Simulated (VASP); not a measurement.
# Sn (I4_1/amd) in VASP: notebook

The runs below take Sn through relaxation of cell and atoms, single point, with PBE, r2SCAN0.

Everything below comes from runs of VASP 6.6.1. Logs are shortened: lines on timing, memory, paths and dates and some standing lists are left out, and cuts for length are marked.

## Step 1: The cell of the first run

The structure is tetragonal, space group I4_1/amd (No. 141). Conventional cell: a = 5.880 Å, b = 5.880 Å, c = 3.199 Å, α = 90.00°, β = 90.00°, γ = 90.00°. Within 4.0 Å of Sn (site symmetry -4m2) lie 10 Sn at 3.05 to 3.79 Å.

## Step 2: Relaxation of cell and atoms, PBE, target pressure 2 GPa, at which the enthalpy is minimised

File INCAR:

```
ALGO     = Normal         # electronic algorithm
EDIFF    = 1E-7           # SCF threshold, eV
EDIFFG   = -0.01          # ionic threshold
ENCUT    = 600            # plane-wave cutoff, eV
GGA      = PE             # functional
IBRION   = 2              # ionic algorithm
ISIF     = 3              # what is computed and relaxed
ISMEAR   = -1             # smearing method
LASPH    = True           # aspherical terms in the spheres
LCHARG   = False          # write CHGCAR
LREAL    = False          # projectors in reciprocal space
LWAVE    = False          # write WAVECAR
NELM     = 80             # most SCF steps
NSW      = 60             # ionic steps
PREC     = Accurate       # precision mode
PSTRESS  = 20.0         
SIGMA    = 0.05           # smearing width, eV
```

File KPOINTS:

```
k-points
0
Gamma
  9 9 9
```

File POSCAR:

```
Sn
1.0
   -2.9401404553      2.9401404553      1.5993019889
    2.9401404553     -2.9401404553      1.5993019889
    2.9401404553      2.9401404553     -1.5993019889
Sn
2
Direct
    0.0000000000      0.0000000000      0.0000000000
    0.7500000000      0.2500000000      0.5000000000
```

Potentials or basis: VASP PAW PBE potentials, release 64 (Sn_d).

The run is started by

```
$ cat potpaw_PBE.64/Sn_d/POTCAR > POTCAR
$ mpirun -np 1 vasp_std > vasp.out
```

OUTCAR:

```text
EDIFF = 1E-7
   EDIFFG = -0.01
   ENCUT = 600
   GGA = PE
   IBRION = 2
   ISIF = 3
   ISMEAR = -1
   LASPH = True
   LREAL = False
   NELM = 80
   NSW = 60
   PREC = Accurate
   PSTRESS = 20.0

 ion  position               nearest neighbor table
   1  0.000  0.000  0.000-   2 3.05   2 3.05   2 3.05   2 3.05
   2  0.750  0.250  0.500-   1 3.05   1 3.05   1 3.05   1 3.05

  LATTYP: Found a body centered tetragonal cell.
 ALAT       =     5.8802809106
 C/A-ratio  =     0.5439542815

  Lattice vectors:

 A1 = (  -2.9401404553,   2.9401404553,   1.5993019889)
 A2 = (   2.9401404553,  -2.9401404553,   1.5993019889)
 A3 = (   2.9401404553,   2.9401404553,  -1.5993019889)

Analysis of symmetry for initial positions (statically):
=====================================================================
 Subroutine PRICEL returns:
 Original cell was already a primitive cell.

 Routine SETGRP: Setting up the symmetry group for a
 body centered tetragonal supercell.

 Subroutine GETGRP returns: Found 16 space group operations
 (whereof  8 operations were pure point group operations)
 out of a pool of 16 trial point group operations.

The static configuration has the point symmetry D_2d.
 The point group associated with its full space group is D_4h.

Analysis of symmetry for dynamics (positions and initial velocities):
=====================================================================
 Subroutine PRICEL returns:
 Original cell was already a primitive cell.

 Routine SETGRP: Setting up the symmetry group for a
 body centered tetragonal supercell.

 Subroutine GETGRP returns: Found 16 space group operations
 (whereof  8 operations were pure point group operations)
 out of a pool of 16 trial point group operations.

The dynamic configuration has the point symmetry D_2d.
 The point group associated with its full space group is D_4h.

 Subroutine INISYM returns: Found 16 space group operations
 (whereof  8 operations are pure point group operations),
 and found     1 'primitive' translations

----------------------------------------------------------------------------------------

                                     Primitive cell

  volume of cell :      55.3002

  direct lattice vectors                    reciprocal lattice vectors
    -2.940140455  2.940140455  1.599301989     0.000000000  0.170059903  0.312636390
     2.940140455 -2.940140455  1.599301989     0.170059903  0.000000000  0.312636390
     2.940140455  2.940140455 -1.599301989     0.170059903  0.170059903  0.000000000

  length of vectors
     4.454954393  4.454954393  4.454954393     0.355895888  0.355895888  0.240501021

  position of ions in fractional coordinates (direct lattice)
     0.000000000  0.000000000  0.000000000
     0.750000000  0.250000000  0.500000000

  ion indices of the primitive-cell ions
   primitive index   ion index
                 1           1
                 2           2

----------------------------------------------------------------------------------------

 KPOINTS: k-points

Automatic generation of k-mesh.
 Grid dimensions read from file:
 generate k-points for:    9    9    9

 Generating k-lattice:

  Cartesian coordinates                     Fractional coordinates (reciprocal lattice)
     0.000000000  0.018895545  0.034737377     0.111111111 -0.000000000  0.000000000
     0.018895545  0.000000000  0.034737377    -0.000000000  0.111111111  0.000000000
     0.018895545  0.018895545  0.000000000     0.000000000  0.000000000  0.111111111

  Length of vectors
     0.039543988  0.039543988  0.026722336

  Shift w.r.t. Gamma in fractional coordinates (k-lattice)
     0.000000000  0.000000000  0.000000000

 Subroutine IBZKPT returns following result:
 ===========================================

 Found     75 irreducible k-points:

 Following reciprocal coordinates:
            Coordinates               Weight
  0.000000  0.000000  0.000000      1.000000
  0.111111 -0.000000  0.000000      8.000000
  0.222222 -0.000000  0.000000      8.000000
  0.333333 -0.000000  0.000000      8.000000
  0.444444 -0.000000  0.000000      8.000000
  0.111111  0.111111  0.000000      8.000000
[... 16 lines left out ...]
 -0.333333  0.333333  0.000000      4.000000
  0.444444  0.444444 -0.000000      8.000000
 [... further k-points ...]
   k-points           NKPTS =     75   k-points in BZ     NKDIM =     75   number of bands    NBANDS=     18
   number of dos      NEDOS =    301   number of ions     NIONS =      2
   total plane-waves  NPLWV =  46656
   dimension x,y,z NGX =    36 NGY =   36 NGZ =   36
   dimension x,y,z NGXF=    72 NGYF=   72 NGZF=   72
   ions per type =               2
   NGX,Y,Z   is equivalent  to a cutoff of  13.43, 13.43, 13.43 a.u.
   NGXF,Y,Z  is equivalent  to a cutoff of  26.87, 26.87, 26.87 a.u.
 SYSTEM =  unknown system
   PREC   = accura    normal or accurate (medium, high low for compatibility)
   ISTART =      0    job   : 0-new  1-cont  2-samecut
[... 36 lines left out ...]
   LEPSILON=     F    determine dielectric tensor
   LRPA    =     F    only Hartree local field effects (RPA)
 conjugate gradient relaxation of ions
 non-spin polarized calculation
  energy-cutoff  :      600.00
  volume of cell :       55.30
 maximum number of plane-waves:      1880
   NGX = 17   NGY = 17   NGZ = 17

--------------------------------------- Ionic step        1  -------------------------------------------

 number of electron      27.9999989 magnetization

 Free energy of the ion-electron system (eV)
  ---------------------------------------------------
  ext. energy  EPLUGINS =         0.00000000
  ---------------------------------------------------
  free energy    TOTEN  =        -7.60130720 eV

  energy without entropy =       -7.59383610  energy(sigma->0) =       -7.59757165

------------------------ aborting loop because EDIFF is reached ----------------------------------------

  FORCE on cell =-STRESS in cart. coord.  units (eV):
  Direction    XX          YY          ZZ          XY          YZ          ZX
  --------------------------------------------------------------------------------------
  -------------------------------------------------------------------------------------
  Total        0.5255921      0.5255921      0.3769928      0.0000000      0.0000000      0.0000000
  in kB       15.2276480     15.2276480     10.9223739      0.0000000      0.0000000      0.0000000
  external PRESSURE =      -6.2074434 kB  Pullay stress =      20.0000000 kB

 VOLUME and BASIS-vectors are now :
 -----------------------------------------------------------------------------
  energy-cutoff  :      600.00
  volume of cell :       55.30
      direct lattice vectors                 reciprocal lattice vectors
    -2.940140455  2.940140455  1.599301989     0.000000000  0.170059903  0.312636390
     2.940140455 -2.940140455  1.599301989     0.170059903  0.000000000  0.312636390
     2.940140455  2.940140455 -1.599301989     0.170059903  0.170059903  0.000000000
[... 84 lines left out ...]
  FREE ENERGIE OF THE ION-ELECTRON SYSTEM (eV)
  ---------------------------------------------------
  free  energy   TOTEN  =        -7.5947077041 eV

  energy  without entropy=       -7.5870391144  energy(sigma->0) =       -7.59087341

  enthalpy is  TOTEN    =        -6.9123532747 eV   P V=        0.6823544294

--------------------------------------- Ionic step        4  -------------------------------------------

 number of electron      27.9999994 magnetization

 Free energy of the ion-electron system (eV)
  ---------------------------------------------------
  ext. energy  EPLUGINS =         0.00000000
  ---------------------------------------------------
  free energy    TOTEN  =        -7.59505198 eV

  energy without entropy =       -7.58725875  energy(sigma->0) =       -7.59115537

 E-fermi :   7.8989     XC(G=0): -10.2699

 val. band max:        7.8732937078   @ k =   0.4444   0.3333   0.0000
 cond. band min:       7.9093067069   @ k =  -0.2222  -0.2222   0.1111
 fundamental gap:      0.0360129991
 Fermi energy:         7.8988649839

 k-point     1 :       0.0000    0.0000    0.0000
  band No.  band energies     occupation
      1     -13.7612      2.00000
      2     -13.6879      2.00000
      3     -13.6384      2.00000
      4     -13.6345      2.00000
      5     -13.4813      2.00000
      6     -13.4813      2.00000
[... 10 lines left out ...]
     17      14.0211      0.00000
     18      14.7739      0.00000
[... 463 lines left out ...]
 k-point    24 :       0.4444    0.4444   -0.0000
  band No.  band energies     occupation
      1     -13.6676      2.00000
      2     -13.6667      2.00000
      3     -13.6038      2.00000
      4     -13.6017      2.00000
      5     -13.5116      2.00000
      6     -13.5048      2.00000
[... 10 lines left out ...]
     17      11.8075      0.00000
     18      12.6604      0.00000

 [... further k-points ...]

------------------------ aborting loop because EDIFF is reached ----------------------------------------

  FORCE on cell =-STRESS in cart. coord.  units (eV):
  Direction    XX          YY          ZZ          XY          YZ          ZX
  --------------------------------------------------------------------------------------
  -------------------------------------------------------------------------------------
  Total        0.6957921      0.6957921      0.6670186      0.0000000      0.0000000      0.0000000
  in kB       20.3861856     20.3861856     19.5431449      0.0000000      0.0000000      0.0000000
  external PRESSURE =       0.1051721 kB  Pullay stress =      20.0000000 kB

 VOLUME and BASIS-vectors are now :
 -----------------------------------------------------------------------------
  energy-cutoff  :      600.00
  volume of cell :       54.68
      direct lattice vectors                 reciprocal lattice vectors
    -2.933902944  2.933902944  1.588190585     0.000000000  0.170421452  0.314823677
     2.933902944 -2.933902944  1.588190585     0.170421452  0.000000000  0.314823677
     2.933902944  2.933902944 -1.588190585     0.170421452  0.170421452  0.000000000

 POSITION                                       TOTAL-FORCE (eV/Angst)
 -----------------------------------------------------------------------------------
      5.86781      0.00000      0.00000        -0.000000      0.000000     -0.000000
     -0.00000      2.93390      0.79410         0.000000     -0.000000      0.000000
 -----------------------------------------------------------------------------------
    total drift:                               -0.000000      0.000000     -0.000000

  FREE ENERGIE OF THE ION-ELECTRON SYSTEM (eV)
  ---------------------------------------------------
  free  energy   TOTEN  =        -7.5950519821 eV

  energy  without entropy=       -7.5872587518  energy(sigma->0) =       -7.59115537

  enthalpy is  TOTEN    =        -6.9124406283 eV   P V=        0.6826113538

 reached required accuracy - stopping structural energy minimisation
```

Wall time 3.9 min (1 thread of Intel Xeon 6975P-C (Granite Rapids), shared host); peak memory 0.25 GiB.

What came out:

```
Free energy                                                : -7.5951 eV
Relaxed volume                                             : 27.34 Å³/atom
Relaxed cell                                               : a = 4.443 Å, b = 4.443 Å, c = 4.443 Å, α = 97.34°, β = 97.34°, γ = 138.11°
Space group after relaxing (to 0.1 Å)                      : I4_1/amd (No. 141)
Energy change on relaxing (the run minimises the enthalpy) : +3.1 meV/atom
Ionic steps                                                : 4
Pressure after relaxing                                    : 2.0 GPa
Band gap on the k mesh                                     : zero (bands 14 and 15 overlap by 3.99 eV)
```

Stress tensor (GPa, compression positive):
```
2.04 0.00 0.00
0.00 2.04 0.00
0.00 0.00 1.95
```

Step by step:
```
step  energy change (eV)  largest force (eV/Å)  pressure (GPa)  volume (Å³)
   1              0.0000                0.0000            1.38        55.30
   2              0.0094                0.0000            2.26        54.45
   3              0.0066                0.0000            2.04        54.66
   4              0.0063                0.0000            2.01        54.68
```

Final structure:
```cif
data_structure
_symmetry_space_group_name_H-M 'P 1'
_symmetry_Int_Tables_number 1
_cell_length_a 4.4427
_cell_length_b 4.4427
_cell_length_c 4.4427
_cell_angle_alpha 97.342
_cell_angle_beta 97.342
_cell_angle_gamma 138.109
_cell_volume 54.68
loop_
_atom_site_label
_atom_site_type_symbol
_atom_site_fract_x
_atom_site_fract_y
_atom_site_fract_z
_atom_site_occupancy
Sn1 Sn 0.00000 0.00000 0.00000 1
Sn2 Sn 0.75000 0.25000 0.50000 1
```

Caveat: the cell is relaxed towards a set pressure, so the run minimises the enthalpy, not the energy; spin-orbit coupling is left out, which moves the levels of the heavy elements.

## Step 3: Relaxation of cell and atoms, PBE, target pressure 5 GPa, at which the enthalpy is minimised

File INCAR:

```
ALGO = Fast
EDIFF = 1E-6
EDIFFG = -0.01
ENCUT = 600
GGA = PE
IBRION = 2
ISIF = 3
ISMEAR = -1
LASPH = True
LCHARG = False
LREAL = False
LWAVE = False
NELM = 100
NSW = 60
PREC = Accurate
PSTRESS = 50.0
SIGMA = 0.05
```

KPOINTS is that of step 2.

POSCAR is that of step 2.

Potentials or basis: VASP PAW PBE potentials, release 64 (Sn_d).

The run is started by

```
$ cat potpaw_PBE.64/Sn_d/POTCAR > POTCAR
$ mpirun -np 1 vasp_std > vasp.out
```

It took 9.6 min on 1 thread of Intel Xeon 6975P-C (Granite Rapids), shared host; peak memory 0.27 GiB.

The run converged. Its results:

* Free energy: -7.5412 eV
* Relaxed volume: 26.08 Å³/atom
* Relaxed cell: a = 4.377 Å, b = 4.377 Å, c = 4.377 Å, α = 97.30°, β = 97.30°, γ = 138.24°
* Space group after relaxing (to 0.1 Å): I4_1/amd (No. 141)
* Energy change on relaxing (the run minimises the enthalpy): +30.0 meV/atom
* Ionic steps: 12
* Pressure after relaxing: 5.0 GPa
* Band gap on the k mesh: zero (bands 14 and 15 overlap by 4.18 eV)

Step by step:
| step | energy change (eV) | largest force (eV/Å) | pressure (GPa) | volume (Å³) |
| --- | --- | --- | --- | --- |
| 1 | 0.0000 | 0.0000 | 1.38 | 55.30 |
| 2 | 0.1272 | 0.0000 | 7.53 | 50.45 |
| 3 | 0.0603 | 0.0000 | 4.88 | 52.17 |
| 4 | 0.0632 | 0.0000 | 5.12 | 52.08 |
| 5 | 0.0631 | 0.0000 | 5.12 | 52.07 |
| 6 | 0.0632 | 0.0000 | 5.12 | 52.07 |
| 7 | 0.0633 | 0.0000 | 5.10 | 52.07 |
| 8 | 0.0632 | 0.0000 | 5.11 | 52.07 |
| 9 | 0.0590 | 0.0000 | 4.91 | 52.21 |
| 10 | 0.0605 | 0.0000 | 5.08 | 52.16 |
| 11 | 0.0598 | 0.0000 | 4.93 | 52.18 |
| 12 | 0.0601 | 0.0000 | 4.98 | 52.17 |

Final structure:
```cif
data_structure
_symmetry_space_group_name_H-M 'P 1'
_symmetry_Int_Tables_number 1
_cell_length_a 4.3767
_cell_length_b 4.3767
_cell_length_c 4.3767
_cell_angle_alpha 97.297
_cell_angle_beta 97.297
_cell_angle_gamma 138.243
_cell_volume 52.17
loop_
_atom_site_label
_atom_site_type_symbol
_atom_site_fract_x
_atom_site_fract_y
_atom_site_fract_z
_atom_site_occupancy
Sn1 Sn 0.00000 0.00000 0.00000 1
Sn2 Sn 0.75000 0.25000 0.50000 1
```

Levels at points of the mesh, in eV from the Fermi level:
```
           k point  band 12  band 13  band 14  band 15  band 16  band 17
(0.00, 0.00, 0.00)    -3.65    -2.15    -2.15     2.85     6.31     6.31
```

Caveat: the cell is relaxed towards a set pressure, so the run minimises the enthalpy, not the energy; spin-orbit coupling is left out, which moves the levels of the heavy elements.

## Step 4: Single point, r2SCAN0

This run uses another cell than the first one, of 28.20 Å³/atom.

File POSCAR:

```
Sn
1.0
   -2.9596121516      2.9596121516      1.6098937015
    2.9596121516     -2.9596121516      1.6098937015
    2.9596121516      2.9596121516     -1.6098937015
Sn
2
Direct
    0.0000000000      0.0000000000      0.0000000000
    0.7500000000      0.2500000000      0.5000000000
```

File INCAR.step1:

```
SYSTEM = Sn
  PREC = Accurate
  ENCUT = 520
  EDIFF = 1E-5
  ISMEAR = -1
  SIGMA = 0.05
  LREAL = .False.
  LASPH = .True.
  NELM = 100
  ALGO = Normal
  ISIF = 2
  LWAVE = .True.
  LCHARG = .False.
  NBANDS = 21
  GGA = PE
```

File INCAR.step2:

```
SYSTEM = Sn
  PREC = Accurate
  ENCUT = 520
  EDIFF = 1E-6
  ISMEAR = -1
  SIGMA = 0.05
  LREAL = .False.
  LASPH = .True.
  NELM = 100
  ALGO = Normal
  ISIF = 2
  LWAVE = .False.
  LCHARG = .False.
  METAGGA = R2SCAN
  LHFCALC = .True.
  AEXX = 0.25
  LMIXTAU = .True.
  PRECFOCK = Normal
  NBANDS = 21
  ISTART = 1
```

File KPOINTS:

```
Automatic mesh
0
Gamma
  5 5 5
  0 0 0
```

The run is started by

```
$ cat potpaw_PBE.64/Sn_d/POTCAR > POTCAR
$ cp INCAR.step1 INCAR
$ mpirun -np 1 vasp_std > vasp.out
$ cp INCAR.step2 INCAR
$ mpirun -np 1 vasp_std > vasp.out
```

Wall time 2.7 h (1 thread of Intel Xeon Platinum 8259CL at 2.50GHz (Skylake/Cascade Lake), shared host); peak memory 0.25 GiB.

Results (log left out):

```
Free energy            : -41.1838 eV
Pressure               : -2.2 GPa
Band gap on the k mesh : zero (bands 14 and 15 overlap by 3.41 eV)
```

Stress tensor (GPa, compression positive):
```
-0.17  0.00  0.00
 0.00 -0.17  0.00
 0.00  0.00 -6.27
```

Levels at points of the mesh, in eV from the Fermi level:
```csv
k point,band 12,band 13,band 14,band 15,band 16,band 17
"(0.00, 0.00, 0.00)",-4.25,-2.49,-2.49,4.05,7.48,7.48
```

Caveat: the k points lie up to 0.44 Å⁻¹ apart, too coarse for converged energies and pressures of a metal; the PAW data sets were made with another functional, which shifts forces and pressure a little; spin-orbit coupling is left out, which moves the levels of the heavy elements.

## Step 5: Summary

| task | level | cell | k mesh | cutoff (eV) | grid for exact exchange (PRECFOCK) | share of exact exchange | gap on the mesh (eV) | pressure (GPa) |
| --- | --- | --- | --- | --- | --- | --- | --- | --- |
| relaxation of cell and atoms | PBE | relaxed to 2 GPa from a = 4.455 Å, angles 97.4, 97.4, 137.9°, 2 atoms | 9 × 9 × 9 | 600 | - | - | none | 2.0 |
| relaxation of cell and atoms | PBE | relaxed to 5 GPa from a = 4.455 Å, angles 97.4, 97.4, 137.9°, 2 atoms | 9 × 9 × 9 | 600 | - | - | none | 5.0 |
| single point | r2SCAN0 | a = 4.484 Å, angles 97.4, 97.4, 137.9°, 2 atoms | 5 × 5 × 5 | 520 | Normal | 0.25 | none | -2.2 |

Alike in all rows: potentials or basis VASP PAW PBE potentials, release 64 (Sn_d); no spin polarisation; smearing fermi-dirac 0.05 eV.

Caveats: some runs use coarse meshes; spin-orbit coupling is left out, which moves the levels of the heavy elements; the cell is relaxed towards a set pressure, so the run minimises the enthalpy, not the energy (at least some runs); the PAW data sets were made with another functional, which shifts forces and pressure a little (at least some runs).

Absolute energies hang on the potentials; compare differences alone.

The gap in the log of VASP goes by the Fermi energy; the results here count the filled bands.